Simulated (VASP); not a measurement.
# TaN (R-3m) in VASP: notebook

Runs on TaN. Level: PBEsol. Tasks: single point.

Program: VASP 6.6.1. These are calculated values, not measurements. Logs are shortened: lines on timing, memory, paths and dates and some standing lists are left out, and cuts for length are marked.

**1. The cell of the first run**

Symmetry: R-3m, No. 166, trigonal system. Conventional cell: a = 3.454 Å, b = 3.454 Å, c = 6.007 Å, α = 90.00°, β = 90.00°, γ = 120.00°. Within 3.1 Å of Ta (site symmetry -3m) lie 8 N at 2.23 to 3.00 Å and 6 Ta at 2.83 Å. N (site symmetry -3m) has 8 Ta at 2.23 to 3.00 Å and 6 N at 2.83 Å within 3.1 Å.

**2. Single point, PBEsol**

INCAR

```
ALGO = Normal
EDIFF = 1E-6
ENCUT = 600
GGA = PS
GGA_COMPAT = False
ISIF = 2
ISMEAR = 0
LASPH = True
LCHARG = False
LREAL = False
LWAVE = False
NBANDS = 16
NELM = 120
PREC = Accurate
SIGMA = 0.15
```

KPOINTS

```
k-points
0
Gamma
  20 20 20
```

POSCAR

```
TaN
1.0
   -0.4722201551      1.9702978885      1.9702978885
    1.9702978885     -0.4722201551      1.9702978885
    1.9702978885      1.9702978885     -0.4722201551
Ta N
1 1
Direct
    0.5000000000      0.5000000000      0.5000000000
    0.0000000000      0.0000000000      0.0000000000
```

Potentials or basis: VASP PAW PBE potentials, release 64 (Ta_sv_GW, N).

Command:

```bash
$ cat potpaw_PBE.64/Ta_sv_GW/POTCAR potpaw_PBE.64/N/POTCAR > POTCAR
$ mpirun -np 1 vasp_std > vasp.out
```

OUTCAR:

```text
EDIFF = 1E-6
   ENCUT = 600
   GGA = PS
   ISIF = 2
   ISMEAR = 0
   LASPH = True
   LREAL = False
   NELM = 120
   PREC = Accurate

 ion  position               nearest neighbor table
   1  0.500  0.500  0.500-   2 2.23   2 2.23   2 2.23   2 2.23   2 2.23   2 2.23
   2  0.000  0.000  0.000-   1 2.23   1 2.23   1 2.23   1 2.23   1 2.23   1 2.23

  LATTYP: Found a trigonal (rhomboedric) cell.
 ALAT       =     2.8261527584
 COS(alpha) =     0.2530624440

  Lattice vectors:

 A1 = (  -0.4722201551,   1.9702978885,   1.9702978885)
 A2 = (   1.9702978885,  -0.4722201551,   1.9702978885)
 A3 = (   1.9702978885,   1.9702978885,  -0.4722201551)

Analysis of symmetry for initial positions (statically):
=====================================================================
 Subroutine PRICEL returns:
 Original cell was already a primitive cell.

 Routine SETGRP: Setting up the symmetry group for a
 trigonal (rhombohedral) supercell.

 Subroutine GETGRP returns: Found 12 space group operations
 (whereof 12 operations were pure point group operations)
 out of a pool of 12 trial point group operations.

The static configuration has the point symmetry D_3d.

Analysis of symmetry for dynamics (positions and initial velocities):
=====================================================================
 Subroutine PRICEL returns:
 Original cell was already a primitive cell.

 Routine SETGRP: Setting up the symmetry group for a
 trigonal (rhombohedral) supercell.

 Subroutine GETGRP returns: Found 12 space group operations
 (whereof 12 operations were pure point group operations)
 out of a pool of 12 trial point group operations.

The dynamic configuration has the point symmetry D_3d.

 Subroutine INISYM returns: Found 12 space group operations
 (whereof 12 operations are pure point group operations),
 and found     1 'primitive' translations

----------------------------------------------------------------------------------------

                                     Primitive cell

  volume of cell :      20.6920

  direct lattice vectors                    reciprocal lattice vectors
    -0.472220155  1.970297888  1.970297888    -0.176835903  0.232577654  0.232577654
     1.970297888 -0.472220155  1.970297888     0.232577654 -0.176835903  0.232577654
     1.970297888  1.970297888 -0.472220155     0.232577654  0.232577654 -0.176835903

  length of vectors
     2.826152758  2.826152758  2.826152758     0.373437635  0.373437635  0.373437635

  position of ions in fractional coordinates (direct lattice)
     0.500000000  0.500000000  0.500000000
     0.000000000  0.000000000  0.000000000

  ion indices of the primitive-cell ions
   primitive index   ion index
                 1           1
                 2           2

----------------------------------------------------------------------------------------

 KPOINTS: k-points

Automatic generation of k-mesh.
 Grid dimensions read from file:
 generate k-points for:   20   20   20

 Generating k-lattice:

  Cartesian coordinates                     Fractional coordinates (reciprocal lattice)
    -0.008841795  0.011628883  0.011628883     0.050000000 -0.000000000 -0.000000000
     0.011628883 -0.008841795  0.011628883    -0.000000000  0.050000000 -0.000000000
     0.011628883  0.011628883 -0.008841795    -0.000000000 -0.000000000  0.050000000

  Length of vectors
     0.018671882  0.018671882  0.018671882

  Shift w.r.t. Gamma in fractional coordinates (k-lattice)
     0.000000000  0.000000000  0.000000000

 Subroutine IBZKPT returns following result:
 ===========================================

 Found    781 irreducible k-points:

 Following reciprocal coordinates:
            Coordinates               Weight
  0.000000  0.000000  0.000000      1.000000
  0.050000  0.000000  0.000000      6.000000
  0.100000  0.000000  0.000000      6.000000
  0.150000  0.000000 -0.000000      6.000000
  0.200000  0.000000  0.000000      6.000000
  0.250000  0.000000  0.000000      6.000000
[... 16 lines left out ...]
 -0.400000  0.050000  0.000000     12.000000
 -0.350000  0.050000  0.000000     12.000000
 [... further k-points ...]
   k-points           NKPTS =    781   k-points in BZ     NKDIM =    781   number of bands    NBANDS=     16
   number of dos      NEDOS =    301   number of ions     NIONS =      2
   total plane-waves  NPLWV =  13824
   dimension x,y,z NGX =    24 NGY =   24 NGZ =   24
   dimension x,y,z NGXF=    48 NGYF=   48 NGZF=   48
   ions per type =               1   1
   NGX,Y,Z   is equivalent  to a cutoff of  14.12, 14.12, 14.12 a.u.
   NGXF,Y,Z  is equivalent  to a cutoff of  28.24, 28.24, 28.24 a.u.
 SYSTEM =  unknown system
   PREC   = accura    normal or accurate (medium, high low for compatibility)
   ISTART =      0    job   : 0-new  1-cont  2-samecut
   ICHARG =      2    charge: 1-file 2-atom 10-const
   ISPIN  =      1    spin polarized calculation?
   LNONCOLLINEAR =      F non collinear calculations
   LSORBIT =      F    spin-orbit coupling
   LASPH  =      T    aspherical Exc in radial PAW
   ENCUT  =  600.0 eV  44.10 Ry    6.64 a.u.   5.64  5.64  5.64*2*pi/ulx,y,z
   NELM   =    120;   NELMIN=  2; NELMDL= -5     # of ELM steps
   EDIFF  = 0.1E-05   stopping-criterion for ELM
   LREAL  =      F    real-space projection
   EDIFFG = 0.1E-04   stopping-criterion for IOM
   NSW    =      0    number of steps for IOM
   IBRION =     -1    ionic relax: 0-MD 1-quasi-New 2-CG
   NFREE  =      0    steps in history (QN), initial steepest desc. (CG)
   ISIF   =      2    stress and relaxation
   ISYM   =      2    0-nonsym 1-usesym 2-fastsym
   POTIM  = 0.5000    time-step for ionic-motion
   TEBEG  =    0.0;   TEEND  =   0.0 temperature during run
   PSTRESS=    0.0 pullay stress
   NELECT =      18.0000    total number of electrons
   NUPDOWN=      -1.0000    fix difference up-down
   EMIN   =  10.00;   EMAX   =-10.00  energy-range for DOS
   EFERMI =   0.00;   METHOD = LEGACY
   ISMEAR =     0;   SIGMA  =   0.15  broadening in eV -4-tet -1-fermi 0-gaus
   EFERMI_NEDOS =   21; number of points for ismear=-14 and -15
   IALGO  =     38    algorithm
   IMIX   =      4    mixing-type and parameters
     AMIX     =   0.40;   BMIX     =  1.00
     AMIX_MAG =   1.60;   BMIX_MAG =  1.00
  volume/ion in A,a.u.               =      10.35        69.82
  Fermi-wavevector in a.u.,A,eV,Ry     =   1.562782  2.953230 33.229345  2.442288
  Thomas-Fermi vector in A             =   2.665650
   LORBIT       =      0    0 simple, 1 ext, 2 COOP (PROOUT), +10 PAW based schemes
   GGA     = PS    functional components
   LHFCALC =     F    Hartree Fock is set to
   AEXX    =    0.0000 exact exchange contribution
   IVDW    =     0    specifies the selected vdW correction
   LEPSILON=     F    determine dielectric tensor
   LRPA    =     F    only Hartree local field effects (RPA)
 non-spin polarized calculation
 Gauss-broadening in eV      SIGMA  =   0.15
  energy-cutoff  :      600.00
  volume of cell :       20.69
 maximum number of plane-waves:       707
   NGX = 11   NGY = 11   NGZ = 11

 number of electron      17.9999999 magnetization

 Free energy of the ion-electron system (eV)
  ---------------------------------------------------
  ext. energy  EPLUGINS =         0.00000000
  ---------------------------------------------------
  free energy    TOTEN  =       -24.98715974 eV

  energy without entropy =      -24.97923563  energy(sigma->0) =      -24.98319769

 E-fermi :  13.3364     XC(G=0): -14.1405

 val. band max:       13.3352289008   @ k =  -0.4500   0.3000   0.2500
 cond. band min:      13.3405399906   @ k =   0.3000   0.2500   0.1500
 fundamental gap:      0.0053110899
 Fermi energy:        13.3364475385

 k-point     1 :       0.0000    0.0000    0.0000
  band No.  band energies     occupation
      1     -55.5498      2.00000
      2     -21.6812      2.00000
      3     -21.6812      2.00000
      4     -21.4952      2.00000
      5      -4.7656      2.00000
      6       9.6614      2.00000
[... 8 lines left out ...]
     15      25.7070      0.00000
     16      34.3388      0.00000

 k-point     2 :       0.0500    0.0000    0.0000
  band No.  band energies     occupation
      1     -55.5481      2.00000
      2     -21.7011      2.00000
      3     -21.6794      2.00000
      4     -21.5048      2.00000
      5      -4.7080      2.00000
      6       9.3659      2.00000
[... 8 lines left out ...]
     15      25.8110      0.00000
     16      33.3917      0.00000

 k-point     3 :       0.1000    0.0000    0.0000
  band No.  band energies     occupation
      1     -55.5431      2.00000
      2     -21.7676      2.00000
      3     -21.6739      2.00000
      4     -21.5229      2.00000
      5      -4.5387      2.00000
      6       8.7234      2.00000
[... 8 lines left out ...]
     15      26.0704      0.00000
     16      31.9634      0.00000

 k-point     4 :       0.1500    0.0000   -0.0000
  band No.  band energies     occupation
      1     -55.5354      2.00000
      2     -21.8843      2.00000
      3     -21.6654      2.00000
      4     -21.5355      2.00000
      5      -4.2689      2.00000
      6       7.9274      2.00000
[... 8 lines left out ...]
     15      26.3241      0.00000
     16      30.4803      0.00000
[... 324 lines left out ...]
 k-point    22 :      -0.4500    0.0500    0.0000
  band No.  band energies     occupation
      1     -55.4794      2.00000
      2     -22.7077      2.00000
      3     -21.6216      2.00000
      4     -21.5535      2.00000
      5      -1.8712      2.00000
      6       3.6859      2.00000
[... 8 lines left out ...]
     15      24.0265      0.00000
     16      25.2583      0.00000

 k-point    23 :      -0.4000    0.0500    0.0000
  band No.  band energies     occupation
      1     -55.4841      2.00000
      2     -22.6388      2.00000
      3     -21.6295      2.00000
      4     -21.5548      2.00000
      5      -2.1144      2.00000
      6       4.0367      2.00000
[... 8 lines left out ...]
     15      24.3955      0.00000
     16      25.2429      0.00000

 k-point    24 :      -0.3500    0.0500    0.0000
  band No.  band energies     occupation
      1     -55.4918      2.00000
      2     -22.5276      2.00000
      3     -21.6399      2.00000
      4     -21.5562      2.00000
      5      -2.4851      2.00000
      6       4.5878      2.00000
[... 8 lines left out ...]
     15      24.9450      0.00000
     16      25.4902      0.00000

 [... further k-points ...]

------------------------ aborting loop because EDIFF is reached ----------------------------------------

  FORCE on cell =-STRESS in cart. coord.  units (eV):
  Direction    XX          YY          ZZ          XY          YZ          ZX
  --------------------------------------------------------------------------------------
  -------------------------------------------------------------------------------------
  Total        0.3996642      0.3996642      0.3996642      1.5016377      1.5016377      1.5016377
  in kB       30.9459752     30.9459752     30.9459752    116.2717097    116.2717097    116.2717097
  external PRESSURE =      30.9459752 kB  Pullay stress =       0.0000000 kB

 VOLUME and BASIS-vectors are now :
 -----------------------------------------------------------------------------
  energy-cutoff  :      600.00
  volume of cell :       20.69
      direct lattice vectors                 reciprocal lattice vectors
    -0.472220155  1.970297888  1.970297888    -0.176835903  0.232577654  0.232577654
     1.970297888 -0.472220155  1.970297888     0.232577654 -0.176835903  0.232577654
     1.970297888  1.970297888 -0.472220155     0.232577654  0.232577654 -0.176835903

 POSITION                                       TOTAL-FORCE (eV/Angst)
 -----------------------------------------------------------------------------------
      1.73419      1.73419      1.73419         0.000000     -0.000000     -0.000000
      0.00000      0.00000      0.00000        -0.000000      0.000000      0.000000
 -----------------------------------------------------------------------------------
    total drift:                               -0.000000     -0.000000      0.000000

  FREE ENERGIE OF THE ION-ELECTRON SYSTEM (eV)
  ---------------------------------------------------
  free  energy   TOTEN  =       -24.9871597450 eV

  energy  without entropy=      -24.9792356258  energy(sigma->0) =      -24.98319769
```

Wall time 2.6 min (1 thread of Intel Xeon 6975P-C (Granite Rapids), shared host); peak memory 0.44 GiB.

What came out:

```yaml
Free_energy: -24.9872 eV
Pressure: 3.1 GPa
Band_gap_on_the_k_mesh: zero (bands 9 and 10 overlap by 6.68 eV)
```

Levels at points of the mesh, in eV from the Fermi level:
| k point | band 7 | band 8 | band 9 | band 10 | band 11 | band 12 |
| --- | --- | --- | --- | --- | --- | --- |
| (0.00, 0.00, 0.00) | -3.68 | -2.96 | -2.96 | -2.02 | 0.36 | 2.14 |
| (0.50, 0.00, 0.00) | -6.88 | -4.02 | -0.88 | 0.48 | 5.85 | 6.16 |
| (0.50, 0.50, 0.00) | -4.73 | -4.65 | -2.47 | 1.53 | 1.79 | 4.00 |
| (0.50, 0.50, 0.50) | -8.41 | -8.41 | 3.77 | 4.72 | 5.46 | 5.46 |

Caveat: the cell stands under pressure; the PAW data sets were made with another functional, which shifts forces and pressure a little; spin-orbit coupling is left out, which moves the levels of the heavy elements.

**3. Single point, PBEsol**

This run uses another cell than the first one, of the same volume but with other edges.

INCAR

```
PREC = Accurate ; ENCUT = 600
EDIFF = 1E-6 ; ISMEAR = 0
SIGMA = 0.15 ; LREAL = F
LASPH = T ; NELM = 120
ALGO = Normal ; ISIF = 2
LWAVE = F ; LCHARG = F
GGA = PS ; NBANDS = 16
GGA_COMPAT = F
```

KPOINTS

```
Automatic mesh
0
Gamma
  20 20 20
```

POSCAR

```
TaN
1.0
   -0.1041764838      2.1281767411      2.1281767411
    2.1281767411     -0.1041764838      2.1281767411
    2.1281767411      2.1281767411     -0.1041764838
Ta N
1 1
Direct
    0.5000000000      0.5000000000      0.5000000000
    0.0000000000      0.0000000000      0.0000000000
```

Potentials or basis: VASP PAW PBE potentials, release 64 (Ta_sv_GW, N).

Command:

```bash
$ cat potpaw_PBE.64/Ta_sv_GW/POTCAR potpaw_PBE.64/N/POTCAR > POTCAR
$ mpirun -np 1 vasp_std > vasp.out
```

Run time: 2.5 min. Hardware: 1 thread of Intel Xeon Platinum 8375C at 2.90GHz (Ice Lake), shared host; peak memory 0.45 GiB.

The run converged. Its results:

```
Free energy            : -25.7236 eV
Pressure               : 4.8 GPa
Band gap on the k mesh : zero (bands 9 and 10 overlap by 5.02 eV)
```

Stress tensor (GPa, compression positive):
```
4.80 3.73 3.73
3.73 4.80 3.73
3.73 3.73 4.80
```

Levels at points of the mesh, in eV from the Fermi level:
| k point | band 6 | band 7 | band 8 | band 9 | band 10 | band 11 | band 12 | band 13 |
| --- | --- | --- | --- | --- | --- | --- | --- | --- |
| (0.00, 0.00, 0.00) | -3.91 | -3.91 | -3.52 | -2.58 | -2.58 | -1.44 | 0.18 | 0.18 |
| (0.50, 0.00, 0.00) | -10.57 | -7.89 | -7.15 | 1.29 | 1.35 | 3.20 | 4.05 | 7.57 |
| (0.50, 0.50, 0.00) | -6.63 | -5.62 | -4.80 | -4.37 | 2.13 | 3.52 | 3.93 | 4.86 |
| (0.50, 0.50, 0.50) | -10.49 | -8.15 | -8.15 | 2.44 | 2.53 | 2.53 | 3.72 | 8.26 |

Caveat: the cell stands under pressure; the PAW data sets were made with another functional, which shifts forces and pressure a little; spin-orbit coupling is left out, which moves the levels of the heavy elements.

[end of part 1 of 2]
